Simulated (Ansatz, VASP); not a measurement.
**Mg6F: VASP beside Ansatz**

```
Mg F
1.0
     3.20344    0.00000    0.00000
    -1.60172    7.81532    0.00000
     0.00000    0.00000   20.98511
Mg F
6 1
Cartesian
  1.6017 5.4612 4.0000
  1.6017 0.3283 4.6117
  0.0000 3.0107 5.2233
  0.0010 5.7949 6.8894
  0.0029 0.6522 7.4337
  1.6026 3.3224 7.9851
  1.6026 3.3224 11.7151
```

Alike in both runs: task single point; functional PBE; k mesh 9 × 4 × 1; occupations gaussian, width 0.1 eV; no spin polarisation.

```csv
,VASP,Ansatz
version,VASP 6.6.1,Ansatz 0.2.0
potentials or method,"VASP PAW PBE potentials, release 64 (Mg, F), cutoff 520 eV","scalar-relativistic, plane waves, PAW"
valence electrons in the cell,19,67
```

```csv
,VASP,Ansatz,Ansatz less VASP
gap on the k mesh at the Fermi level (eV),none,none,-
rms of the force components (eV/Å),0.221,0.222,+0.0013
```

Atom by atom the forces differ by 0.003 eV/Å (rms over components). A gap of «none» marks a metal or a gap that the smearing closes. The functional is the same, so the differences come from potentials, cutoffs and numerics. VASP's potentials hold 19 valence electrons a cell and Ansatz's 67, so a difference there can come from the potentials and not from the codes.
